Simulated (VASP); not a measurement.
**InP (zincblende type): electric field gradients with r2SCAN**

InP (zincblende type):

```
In P
1.0
     0.00000    2.97988    2.97988
     2.97988    0.00000    2.97988
     2.97988    2.97988    0.00000
In P
1 1
Direct
  0.00000 0.00000 0.00000
  0.25000 0.25000 0.25000
```

| Quantity | Value |
| --- | --- |
| Program | VASP 6.6.1 |
| Task | electric field gradients |
| Functional | r2SCAN |
| Potentials or basis | VASP PAW PBE potentials, release 64 (In_d, P) |
| Cutoff | 520 eV |
| k mesh | 12 × 12 × 12 |
| Occupations | fermi-dirac, width 0.08 eV |
| Spin | no spin polarisation |
| Dipole correction | no |
| Further INCAR settings | ALGO = Normal; EDIFF = 1e-08; NBANDS = 16 |

```
Pressure               : -1.8 GPa
Band gap on the k mesh : 0.88 eV, direct
```

Levels at points of the mesh, in eV from the valence-band top:
```tsv
k point	band 6	band 7	band 8	band 9	band 10	band 11	band 12	band 13
(0.00, 0.00, 0.00)	-11.66	0.00	0.00	0.00	0.88	4.44	4.44	4.44
(0.50, 0.00, 0.00)	-10.02	-5.61	-0.94	-0.94	1.73	5.15	5.15	7.43
(0.50, 0.50, 0.00)	-9.40	-5.66	-2.24	-2.24	2.09	2.54	9.55	9.96
```

It took 6.4 min on 1 thread of AMD EPYC 7R43 64-Core Processor (Zen 3), on a shared host, peak memory 0.19 GiB.

Caveat: without QUAD_EFG the Cq values of the log hold for a quadrupole moment of 1 mb, not for the nuclei; the PAW data sets were made with another functional, which shifts forces and pressure a little; spin-orbit coupling is left out, which moves the levels of the heavy elements. r2SCAN opens gaps a little over a GGA but as a rule still falls short of measured ones.
